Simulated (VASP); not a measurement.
# Ru (P6_3/mmc) in VASP: notebook

Runs on Ru. Level: PBE. Tasks: single point.

Program: VASP 6.6.1. These are calculated values, not measurements. Logs are shortened: lines on timing, memory, paths and dates and some standing lists are left out, and cuts for length are marked.

## Step 1: The cell of the first run

Symmetry: P6_3/mmc, No. 194, hexagonal system. Conventional cell: a = 2.651 Å, b = 2.651 Å, c = 4.569 Å, α = 90.00°, β = 90.00°, γ = 120.00°. Ru (site symmetry -6m2) has 12 Ru at 2.65 to 2.75 Å within 3.5 Å.

## Step 2: Single point, PBE (Rh replaced by Ru, lengths x 1.017, strained)

File INCAR:

```
  ALGO = Normal
  EDIFF = 1E-6
  ENCUT = 520
  GGA = PE
  ISIF = 2
  ISMEAR = 0
  LASPH = T
  LCHARG = F
  LREAL = F
  LWAVE = F
  NBANDS = 21
  NELM = 100
  PREC = Accurate
  SIGMA = 0.1
```

File KPOINTS:

```
k-points
0
Gamma
  9 9 4
```

File POSCAR:

```
Ru
1.0
    2.6508322694      0.0000000000      0.0000000000
   -1.3254161347      2.2956880865      0.0000000000
    0.0000000000      0.0000000000      4.5687251503
Ru
2
Direct
    0.6666666700      0.3333333300      0.7500000000
    0.3333333300      0.6666666700      0.2500000000
```

Potentials or basis: VASP PAW PBE potentials, release 64 (Ru_pv).

On the command line:

```bash
> cat potpaw_PBE.64/Ru_pv/POTCAR > POTCAR
> mpirun -np 1 vasp_std > vasp.out
```

OUTCAR:

```text
EDIFF = 1E-6
   ENCUT = 520
   GGA = PE
   ISIF = 2
   ISMEAR = 0
   LASPH = T
   LREAL = F
   NELM = 100
   PREC = Accurate

 ion  position               nearest neighbor table
   1  0.667  0.333  0.750-   2 2.75   2 2.75   2 2.75   2 2.75   2 2.75   2 2.75
   2  0.333  0.667  0.250-   1 2.75   1 2.75   1 2.75   1 2.75   1 2.75   1 2.75

  LATTYP: Found a hexagonal cell.
 ALAT       =     2.6508322694
 C/A-ratio  =     1.7235059355

  Lattice vectors:

 A1 = (   2.6508322694,   0.0000000000,   0.0000000000)
 A2 = (  -1.3254161347,   2.2956880865,   0.0000000000)
 A3 = (   0.0000000000,   0.0000000000,   4.5687251503)

Analysis of symmetry for initial positions (statically):
=====================================================================
 Subroutine PRICEL returns:
 Original cell was already a primitive cell.

 Routine SETGRP: Setting up the symmetry group for a
 hexagonal supercell.

 Subroutine GETGRP returns: Found 24 space group operations
 (whereof 12 operations were pure point group operations)
 out of a pool of 24 trial point group operations.

The static configuration has the point symmetry D_3d.
 The point group associated with its full space group is D_6h.

Analysis of symmetry for dynamics (positions and initial velocities):
=====================================================================
 Subroutine PRICEL returns:
 Original cell was already a primitive cell.

 Routine SETGRP: Setting up the symmetry group for a
 hexagonal supercell.

 Subroutine GETGRP returns: Found 24 space group operations
 (whereof 12 operations were pure point group operations)
 out of a pool of 24 trial point group operations.

The dynamic configuration has the point symmetry D_3d.
 The point group associated with its full space group is D_6h.

 Subroutine INISYM returns: Found 24 space group operations
 (whereof 12 operations are pure point group operations),
 and found     1 'primitive' translations

----------------------------------------------------------------------------------------

                                     Primitive cell

  volume of cell :      27.8029

  direct lattice vectors                    reciprocal lattice vectors
     2.650832269  0.000000000  0.000000000     0.377240013  0.217799623  0.000000000
    -1.325416135  2.295688086  0.000000000     0.000000000  0.435599246  0.000000000
     0.000000000  0.000000000  4.568725150     0.000000000  0.000000000  0.218879439

  length of vectors
     2.650832269  2.650832269  4.568725150     0.435599246  0.435599246  0.218879439

  position of ions in fractional coordinates (direct lattice)
     0.666666670  0.333333330  0.750000000
     0.333333330  0.666666670  0.250000000

  ion indices of the primitive-cell ions
   primitive index   ion index
                 1           1
                 2           2

----------------------------------------------------------------------------------------

 KPOINTS: k-points

Automatic generation of k-mesh.
 Grid dimensions read from file:
 generate k-points for:    9    9    4

 Generating k-lattice:

  Cartesian coordinates                     Fractional coordinates (reciprocal lattice)
     0.041915557  0.024199958  0.000000000     0.111111111  0.000000000  0.000000000
     0.000000000  0.048399916  0.000000000     0.000000000  0.111111111  0.000000000
     0.000000000  0.000000000  0.054719860     0.000000000  0.000000000  0.250000000

  Length of vectors
     0.048399916  0.048399916  0.054719860

  Shift w.r.t. Gamma in fractional coordinates (k-lattice)
     0.000000000  0.000000000  0.000000000

 Subroutine IBZKPT returns following result:
 ===========================================

 Found     36 irreducible k-points:

 Following reciprocal coordinates:
            Coordinates               Weight
  0.000000  0.000000  0.000000      1.000000
  0.111111  0.000000  0.000000      6.000000
  0.222222  0.000000  0.000000      6.000000
  0.333333  0.000000  0.000000      6.000000
  0.444444  0.000000  0.000000      6.000000
  0.111111  0.111111  0.000000      6.000000
[... 16 lines left out ...]
  0.333333  0.222222  0.250000     24.000000
  0.333333  0.333333  0.250000      4.000000
 [... further k-points ...]
   k-points           NKPTS =     36   k-points in BZ     NKDIM =     36   number of bands    NBANDS=     21
   number of dos      NEDOS =    301   number of ions     NIONS =      2
   total plane-waves  NPLWV =  14400
   dimension x,y,z NGX =    20 NGY =   20 NGZ =   36
   dimension x,y,z NGXF=    40 NGYF=   40 NGZF=   72
   ions per type =               2
   NGX,Y,Z   is equivalent  to a cutoff of  12.54, 12.54, 13.10 a.u.
   NGXF,Y,Z  is equivalent  to a cutoff of  25.09, 25.09, 26.20 a.u.
 SYSTEM =  unknown system
   PREC   = accura    normal or accurate (medium, high low for compatibility)
   ISTART =      0    job   : 0-new  1-cont  2-samecut
   ICHARG =      2    charge: 1-file 2-atom 10-const
   ISPIN  =      1    spin polarized calculation?
   LNONCOLLINEAR =      F non collinear calculations
   LSORBIT =      F    spin-orbit coupling
   LASPH  =      T    aspherical Exc in radial PAW
   ENCUT  =  520.0 eV  38.22 Ry    6.18 a.u.   4.93  4.93  8.49*2*pi/ulx,y,z
   NELM   =    100;   NELMIN=  2; NELMDL= -5     # of ELM steps
   EDIFF  = 0.1E-05   stopping-criterion for ELM
   LREAL  =      F    real-space projection
   EDIFFG = 0.1E-04   stopping-criterion for IOM
   NSW    =      0    number of steps for IOM
   IBRION =     -1    ionic relax: 0-MD 1-quasi-New 2-CG
   NFREE  =      0    steps in history (QN), initial steepest desc. (CG)
   ISIF   =      2    stress and relaxation
   ISYM   =      2    0-nonsym 1-usesym 2-fastsym
   POTIM  = 0.5000    time-step for ionic-motion
   TEBEG  =    0.0;   TEEND  =   0.0 temperature during run
   PSTRESS=    0.0 pullay stress
   NELECT =      28.0000    total number of electrons
   NUPDOWN=      -1.0000    fix difference up-down
   EMIN   =  10.00;   EMAX   =-10.00  energy-range for DOS
   EFERMI =   0.00;   METHOD = LEGACY
   ISMEAR =     0;   SIGMA  =   0.10  broadening in eV -4-tet -1-fermi 0-gaus
   EFERMI_NEDOS =   21; number of points for ismear=-14 and -15
   IALGO  =     38    algorithm
   IMIX   =      4    mixing-type and parameters
     AMIX     =   0.40;   BMIX     =  1.00
     AMIX_MAG =   1.60;   BMIX_MAG =  1.00
  volume/ion in A,a.u.               =      13.90        93.81
  Fermi-wavevector in a.u.,A,eV,Ry     =   1.640958  3.100961 36.636993  2.692743
  Thomas-Fermi vector in A             =   2.731509
   LORBIT       =      0    0 simple, 1 ext, 2 COOP (PROOUT), +10 PAW based schemes
   GGA     = PE    functional components
   LHFCALC =     F    Hartree Fock is set to
   AEXX    =    0.0000 exact exchange contribution
   IVDW    =     0    specifies the selected vdW correction
   LEPSILON=     F    determine dielectric tensor
   LRPA    =     F    only Hartree local field effects (RPA)
 non-spin polarized calculation
 Gauss-broadening in eV      SIGMA  =   0.10
  energy-cutoff  :      520.00
  volume of cell :       27.80
 maximum number of plane-waves:       768
 NGX is ok and might be reduce to    20
   NGX =  9   NGY =  9   NGZ = 17

 number of electron      28.0000003 magnetization

 Free energy of the ion-electron system (eV)
  ---------------------------------------------------
  ext. energy  EPLUGINS =         0.00000000
  ---------------------------------------------------
  free energy    TOTEN  =       -18.26710854 eV

  energy without entropy =      -18.25271544  energy(sigma->0) =      -18.25991199

 E-fermi :  12.6267     XC(G=0): -13.9688

 val. band max:       12.6264005186   @ k =   0.2222   0.1111   0.0000
 cond. band min:      12.6546478329   @ k =   0.3333   0.1111   0.2500
 fundamental gap:      0.0282473144
 Fermi energy:        12.6266570054

 k-point     1 :       0.0000    0.0000    0.0000
  band No.  band energies     occupation
      1     -31.0123      2.00000
      2     -30.1566      2.00000
      3     -30.1566      2.00000
      4     -30.1524      2.00000
      5     -30.0588      2.00000
      6     -30.0588      2.00000
[... 13 lines left out ...]
     20      22.9066      0.00000
     21      22.9080      0.00000

 k-point     2 :       0.1111    0.0000    0.0000
  band No.  band energies     occupation
      1     -30.9747      2.00000
      2     -30.2640      2.00000
      3     -30.1873      2.00000
      4     -30.1679      2.00000
      5     -30.1609      2.00000
      6     -30.0782      2.00000
[... 13 lines left out ...]
     20      22.9066      0.00000
     21      22.9078      0.00000

 k-point     3 :       0.2222    0.0000    0.0000
  band No.  band energies     occupation
      1     -30.8722      2.00000
      2     -30.5341      2.00000
      3     -30.4356      2.00000
      4     -30.2625      2.00000
      5     -30.1893      2.00000
      6     -30.1291      2.00000
[... 13 lines left out ...]
     20      22.9065      0.00000
     21      22.9076      0.00000

 k-point     4 :       0.3333    0.0000    0.0000
  band No.  band energies     occupation
      1     -30.8374      2.00000
      2     -30.7346      2.00000
      3     -30.7269      2.00000
      4     -30.3447      2.00000
      5     -30.2420      2.00000
      6     -30.1888      2.00000
[... 13 lines left out ...]
     20      22.9057      0.00000
     21      22.9065      0.00000

 k-point     5 :       0.4444    0.0000    0.0000
  band No.  band energies     occupation
      1     -31.0326      2.00000
      2     -30.9107      2.00000
      3     -30.6155      2.00000
      4     -30.3970      2.00000
      5     -30.3054      2.00000
      6     -30.2283      2.00000
[... 13 lines left out ...]
     20      22.9027      0.00000
     21      22.9060      0.00000
[... 382 lines left out ...]
     20      22.9017      0.00000
     21      23.2982      0.00000

 k-point    22 :       0.2222    0.2222    0.2500
  band No.  band energies     occupation
      1     -30.8652      2.00000
      2     -30.8440      2.00000
      3     -30.5405      2.00000
      4     -30.4816      2.00000
      5     -30.3654      2.00000
      6     -30.2699      2.00000
[... 13 lines left out ...]
     20      22.9060      0.00000
     21      24.5756      0.00000

 k-point    23 :       0.3333    0.2222    0.2500
  band No.  band energies     occupation
      1     -30.9405      2.00000
      2     -30.8771      2.00000
      3     -30.6228      2.00000
      4     -30.5181      2.00000
      5     -30.4203      2.00000
      6     -30.3114      2.00000
[... 13 lines left out ...]
     20      22.9046      0.00000
     21      23.0389      0.00000

 k-point    24 :       0.3333    0.3333    0.2500
  band No.  band energies     occupation
      1     -30.8115      2.00000
      2     -30.8060      2.00000
      3     -30.8060      2.00000
      4     -30.6498      2.00000
      5     -30.3671      2.00000
      6     -30.3671      2.00000
[... 13 lines left out ...]
     20      22.9061      0.00000
     21      22.9061      0.00000

 [... further k-points ...]

------------------------ aborting loop because EDIFF is reached ----------------------------------------

  FORCE on cell =-STRESS in cart. coord.  units (eV):
  Direction    XX          YY          ZZ          XY          YZ          ZX
  --------------------------------------------------------------------------------------
  -------------------------------------------------------------------------------------
  Total        1.8786733      1.8786733     -4.3937382      0.0000000     -0.0000000      0.0000000
  in kB      108.2609105    108.2609105   -253.1946937      0.0000000     -0.0000000      0.0000000
  external PRESSURE =     -12.2242909 kB  Pullay stress =       0.0000000 kB

 VOLUME and BASIS-vectors are now :
 -----------------------------------------------------------------------------
  energy-cutoff  :      520.00
  volume of cell :       27.80
      direct lattice vectors                 reciprocal lattice vectors
     2.650832269  0.000000000  0.000000000     0.377240013  0.217799623  0.000000000
    -1.325416135  2.295688086  0.000000000     0.000000000  0.435599246  0.000000000
     0.000000000  0.000000000  4.568725150     0.000000000  0.000000000  0.218879439

 POSITION                                       TOTAL-FORCE (eV/Angst)
 -----------------------------------------------------------------------------------
      1.32542      0.76523      3.42654        -0.000000      0.000000      0.000000
     -0.00000      1.53046      1.14218         0.000000     -0.000000      0.000000
 -----------------------------------------------------------------------------------
    total drift:                               -0.000004      0.000003     -0.000000

  FREE ENERGIE OF THE ION-ELECTRON SYSTEM (eV)
  ---------------------------------------------------
  free  energy   TOTEN  =       -18.2671085439 eV

  energy  without entropy=      -18.2527154424  energy(sigma->0) =      -18.25991199
```

Run time: 22 s. Hardware: 1 thread of Intel Xeon 8259CL, shared host; peak memory 0.14 GiB.

Results:

```
Free energy            : -18.2671 eV
Pressure               : -1.2 GPa
Band gap on the k mesh : zero (bands 14 and 15 overlap by 2.47 eV)
```

Levels at points of the mesh, in eV from the Fermi level:
| k point | band 11 | band 12 | band 13 | band 14 | band 15 | band 16 | band 17 | band 18 |
| --- | --- | --- | --- | --- | --- | --- | --- | --- |
| (0.00, 0.00, 0.00) | -2.65 | -2.18 | -2.18 | -0.91 | -0.91 | 0.17 | 0.97 | 0.97 |
| (0.00, 0.00, 0.50) | -2.66 | -2.66 | -2.66 | -2.66 | 0.34 | 0.34 | 0.34 | 0.34 |

Caveat: the cell differs from its parent crystal (Rh replaced by Ru, lengths x 1.017, strained).

## Step 3: Single point, PBE (Rh replaced by Ru, lengths x 1.017, strained)

File INCAR:

```
PREC     = Accurate       # precision mode
ENCUT    = 520            # plane-wave cutoff, eV
EDIFF    = 1E-6           # SCF threshold, eV
ISMEAR   = 0              # smearing method
SIGMA    = 0.1            # smearing width, eV
LREAL    = False          # projectors in reciprocal space
LASPH    = True           # aspherical terms in the spheres
NELM     = 80             # most SCF steps
ALGO     = Fast           # electronic algorithm
ISIF     = 2              # what is computed and relaxed
LWAVE    = False          # write WAVECAR
LCHARG   = False          # write CHGCAR
GGA      = PE             # functional
NBANDS   = 21             # bands
```

File KPOINTS:

```
regular mesh
0
Gamma
  18 18 10
```

POSCAR is that of step 2.

Potentials or basis: VASP PAW PBE potentials, release 64 (Ru_pv).

On the command line:

```bash
> cat potpaw_PBE.64/Ru_pv/POTCAR > POTCAR
> mpirun -np 1 vasp_std > vasp.out
```

Wall time 2.2 min (1 thread of Intel Xeon 8259CL, shared host); peak memory 0.22 GiB.

The run converged. Its results:

* Free energy: -18.2755 eV
* Pressure: -1.3 GPa
* Band gap on the k mesh: zero (bands 14 and 15 overlap by 2.78 eV)

Stress tensor (GPa, compression positive):
```
 11.68   0.00   0.00
  0.00  11.68   0.00
  0.00   0.00 -27.35
```

Levels at points of the mesh, in eV from the Fermi level:
```
           k point  band 10  band 11  band 12  band 13  band 14  band 15  band 16  band 17  band 18  band 19
(0.00, 0.00, 0.00)    -2.45    -2.45    -1.98    -1.98    -0.72    -0.72     0.36     1.16     1.16     8.82
(0.50, 0.00, 0.00)    -2.51    -2.32    -1.85    -1.46     1.49     1.87     2.12     4.10     6.16    10.46
(0.00, 0.00, 0.50)    -3.08    -2.46    -2.46    -2.46    -2.46     0.53     0.53     0.53     0.53    10.46
(0.50, 0.00, 0.50)    -4.67    -0.73    -0.73     0.44     0.44     2.01     2.01     3.34     3.34    10.43
```

Caveat: the cell differs from its parent crystal (Rh replaced by Ru, lengths x 1.017, strained).
